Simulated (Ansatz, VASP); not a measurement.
One calculation of B4As3N, two programs

File POSCAR:

```
B4As3N
1.0
   -2.2610268787      2.2610268787      4.4492876299
    2.2610268787     -2.2610268787      4.4492876299
    2.2610268787      2.2610268787     -4.4492876299
N B As
1 4 3
Direct
    0.0000000000      0.0000000000      0.0000000000
    0.6857709925      0.6857709925      0.5939923286
    0.9082213362      0.3142290075      0.0000000000
    0.0917786638      0.0917786638      0.4060076714
    0.3142290075      0.9082213362      0.0000000000
    0.2500000000      0.7500000000      0.5000000000
    0.5000000000      0.5000000000      0.0000000000
    0.7500000000      0.2500000000      0.5000000000
```

INCAR.step1

```
SYSTEM = B4As3N
  PREC = Accurate
  ENCUT = 520
  EDIFF = 1E-5
  ISMEAR = 0
  SIGMA = 0.01
  LREAL = .False.
  LASPH = .True.
  NELM = 100
  ALGO = Normal
  ISIF = 2
  LWAVE = .True.
  LCHARG = .False.
  GGA = PE
  NBANDS = 26
```

File INCAR.step2:

```
SYSTEM = B4As3N
  PREC = Accurate
  ENCUT = 520
  EDIFF = 1E-6
  ISMEAR = 0
  SIGMA = 0.01
  LREAL = .False.
  LASPH = .True.
  NELM = 100
  ALGO = Normal
  ISIF = 2
  LWAVE = .False.
  LCHARG = .False.
  GGA = PE
  LHFCALC = .True.
  AEXX = 0.25
  PRECFOCK = Fast
  ISTART = 1
  NBANDS = 26
```

The input KPOINTS:

```
regular mesh
0
Gamma
  4 4 4
  0 0 0
```

Input for Ansatz:

```yaml
crystal:
  lattice:
    - [-2.2610268787, 2.2610268787, 4.4492876299]
    - [2.2610268787, -2.2610268787, 4.4492876299]
    - [2.2610268787, 2.2610268787, -4.4492876299]
  atoms:
    - { symbol: "N", position: [0.0, 0.0, 0.0] }
    - { symbol: B, position: [0.6857709925, 0.6857709925, 0.5939923286] }
    - { symbol: As, position: [0.25, 0.75, 0.5] }
    - { symbol: B, position: [0.9082213362, 0.3142290075, 0.0] }
    - { symbol: As, position: [0.5, 0.5, 0.0] }
    - { symbol: B, position: [0.0917786638, 0.0917786638, 0.4060076714] }
    - { symbol: As, position: [0.75, 0.25, 0.5] }
    - { symbol: B, position: [0.3142290075, 0.9082213362, 0.0] }
kpoints:
  mp_grid: { grid: [4, 4, 4] }
  band_path:
    path:
      - [0.0, 0.0, 0.0]
      - [0.0, 0.0, 0.5]
      - [0.25, 0.25, 0.25]
      - [0.0, 0.5, 0.0]
      - [0.5, 0.5, -0.5]
      - [0.3145610366, 0.6854389634, -0.3145610366]
      - [-0.3145610366, 0.3145610366, 0.3145610366]
      - [-0.1291220732, 0.1291220732, 0.5]
      - [0.5, 0.5, -0.1291220732]
      - [-0.046875, -0.046875, 0.046875]
    npoints: 1
hamiltonian:
  xc: pbe0
scf:
  occupations: { method: fixed }
  n_extra_bands: 6
output:
  forces: true
  stress: true
  eigenvalues: true
```

Alike in both runs: task single point; functional PBE0; k mesh 4 × 4 × 4; no spin polarisation.

|  | VASP | Ansatz |
| --- | --- | --- |
| version | VASP 6.6.1 | Ansatz 0.2.0 |
| potentials or method | VASP PAW PBE potentials, release 64 (N, B, As) | plane waves, PAW |
| plane-wave cutoff (eV) | 520 | 420 |
| occupations | gaussian, width 0.01 eV | fixed |
| valence electrons in the cell | 32 | 62 |

VASP gave:

| Property | Result |
| --- | --- |
| gap on the k mesh at the Fermi level (eV) | 2.75 |
| pressure (GPa) | -2.1 |
| rms of the force components (eV/Å) | 0.059 |

Problem. What did Ansatz give for the same quantities?

Solution. gap on the k mesh at the Fermi level (eV): 2.72; pressure (GPa): -2.0; rms of the force components (eV/Å): 0.061.

VASP's potentials hold 32 valence electrons a cell and Ansatz's 62, so a difference there can come from the potentials and not from the codes. Ansatz's warnings: stress exchange threshold loose, stress scf threshold loose.

The k mesh is coarse, so the values compare programs but aren't converged.
